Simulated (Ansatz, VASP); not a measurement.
# One calculation of Au, two programs

```
Au
1.0
    -1.71957    1.71957    1.67863
     1.71957   -1.71957    1.67863
     1.71957    1.71957   -1.67863
Au
1
Direct
  0.00000 0.00000 0.00000
```

Change from the starting cell: strain +0.050 along x and y, +0.025 along z, atoms carried along.

Alike in both runs: task single point; functional r2SCAN; k mesh 26 × 26 × 26; occupations gaussian, width 0.15 eV; no spin polarisation.

```csv
,VASP,Ansatz
version,VASP 6.6.1,Ansatz 0.2.0
potentials or method,"VASP PAW PBE potentials, release 64 (Au), cutoff 520 eV","scalar-relativistic, plane waves, PAW"
valence electrons in the cell,11,19
```

|  | VASP | Ansatz | Ansatz less VASP |
| --- | --- | --- | --- |
| gap on the k mesh at the Fermi level (eV) | none | none | - |
| pressure (GPa) | -12.5 | -12.6 | -0.10 |
| traceless stress, the component that is largest in VASP (GPa) | -0.13 | -0.13 | +0.003 |

VASP's potentials were made for PBE, not for r2SCAN. A gap of «none» marks a metal or a gap that the smearing closes. VASP's potentials hold 11 valence electrons a cell and Ansatz's 19, so a difference there can come from the potentials and not from the codes.

Neither program's run includes spin-orbit coupling.
